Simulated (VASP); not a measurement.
# MgB2: single point with PBE

The system is MgB2.

```
CELL_PARAMETERS angstrom
3.08300 0.00000 0.00000
-1.54150 2.66996 0.00000
0.00000 0.00000 3.52100
ATOMIC_POSITIONS crystal
Mg 0.00000 0.00000 0.00000
B 0.33333 0.66667 0.50000
B 0.66667 0.33333 0.50000
```

```json
{
  "Program": "VASP 6.6.1",
  "Task": "single point",
  "Functional": "PBE",
  "Potentials or basis": "VASP PAW PBE potentials, release 64 (Mg, B)",
  "Cutoff": "600 eV",
  "k mesh": "6 × 6 × 4",
  "Occupations": "fermi-dirac, width 0.2 eV",
  "Spin": "no spin polarisation",
  "Dipole correction": "no",
  "Further INCAR settings": "ALGO = Normal; EDIFF = 1e-06; NBANDS = 11"
}
```

```
Pressure               : -1.0 GPa
Band gap on the k mesh : zero (band 4 reaches 7.08 eV, above the bottom of band 5 at 3.27 eV)
```

Stress tensor (GPa, compression positive):
```
-0.31  0.00  0.00
 0.00 -0.31  0.00
 0.00  0.00 -2.31
```

Levels at points of the mesh, in eV from the Fermi level:
| k point | band 1 | band 2 | band 3 | band 4 | band 5 | band 6 | band 7 | band 8 |
| --- | --- | --- | --- | --- | --- | --- | --- | --- |
| (0.00, 0.00, 0.00) | -12.48 | -2.99 | 0.31 | 0.31 | 1.60 | 6.25 | 6.25 | 8.04 |
| (0.50, 0.00, 0.00) | -8.59 | -7.88 | -2.23 | 0.16 | 3.03 | 3.82 | 5.28 | 7.05 |
| (0.00, 0.00, 0.50) | -11.20 | -7.48 | 0.69 | 0.69 | 6.59 | 6.59 | 7.91 | 9.81 |
| (0.50, 0.00, 0.50) | -7.62 | -6.98 | -3.62 | -1.93 | -1.35 | 5.65 | 8.72 | 8.86 |

Wall time 9 s on 1 thread of AMD EPYC 7R43 64-Core Processor (Zen 3), with other jobs on the host, peak memory 0.12 GiB.

Caveat: the k points lie up to 0.45 Å⁻¹ apart.
